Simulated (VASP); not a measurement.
Here is a VASP 6.6.1 calculation.

The input INCAR:

```
ALGO = Normal
EDIFF = 1E-6
ENCUT = 520
GGA = PS
ISIF = 2
ISMEAR = 0
ISYM = 0
LASPH = T
LCHARG = T
LELF = T
LREAL = F
LVHAR = T
LWAVE = F
NBANDS = 36
NELM = 100
PREC = Accurate
SIGMA = 0.1
```

The input KPOINTS:

```
Automatic mesh
0
Gamma
  2 3 3
  0.5 0 0
```

The input POSCAR:

```
Al2Cu
1.0
    6.1981574330      0.7404748816     -0.1638541789
    0.7542479628      4.5707411615     -0.4526159893
   -0.0882961205     -0.3914211332      4.6713487940
Al Cu
6 3
Direct
    0.4284685611      0.5781389876      0.6096237532
    0.1886826273      1.1487608553      0.5327189823
    0.6553761275      0.0536615750     -0.2393131467
    0.5337510915      0.8073971341      0.1734993075
    0.9617038112      0.6732643504      0.3816735897
    0.0833624836      0.9194692579      0.9688358226
    0.3085460590      0.3634546706      0.0711329305
    0.8559654318      0.4864259768      0.8408484601
    0.7611916965      0.2404387777      0.3015000656
```

Potentials or basis: VASP PAW PBE potentials, release 64 (Al, Cu).

Launch:

```console
$ cat potpaw_PBE.64/Al/POTCAR potpaw_PBE.64/Cu/POTCAR > POTCAR
$ mpirun -np 1 vasp_std > vasp.out
```

(1) Predict the largest force.

(2) What does it give for the pressure?

Answers

(1) 0.012 eV/Å.

(2) 0.3 GPa.

Caveat: the k points lie up to 0.52 Å⁻¹ apart; the PAW data sets were made with another functional, which shifts forces and pressure a little.
